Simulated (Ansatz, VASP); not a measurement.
## ZnRh3 in VASP and in Ansatz

```
Zn Rh
1.0
    -1.89814    1.89814    3.78818
     1.89814   -1.89814    3.78818
     1.89814    1.89814   -3.78818
Zn Rh
1 3
Direct
  0.00000 0.00000 0.00000
  0.75000 0.25000 0.50000
  0.25000 0.75000 0.50000
  0.50000 0.50000 0.00000
```

Alike in both runs: task single point; functional LDA; k mesh 5 × 5 × 5; no spin polarisation.

|  | VASP | Ansatz |
| --- | --- | --- |
| version | VASP 6.6.1 | Ansatz 0.2.0 |
| potentials or method | VASP PAW LDA potentials, release 64 (Zn, Rh_pv) | plane waves, PAW |
| plane-wave cutoff (eV) | 520 | 420 |
| occupations | fermi-dirac, width 0.1 eV | fermi-dirac |
| valence electrons in the cell | 57 | 63 |

```tsv
	VASP	Ansatz	Ansatz less VASP
pressure (GPa)	-9.1	-10.1	-0.94
traceless stress, the component that is largest in VASP (GPa)	0.30	0.28	-0.027
```

LDA's correlation is that of Perdew and Zunger in VASP and of Perdew and Wang (1992) in Ansatz. VASP's potentials hold 57 valence electrons a cell and Ansatz's 63, so a difference there can come from the potentials and not from the codes.

The k mesh is coarse, so the values compare programs but aren't converged.
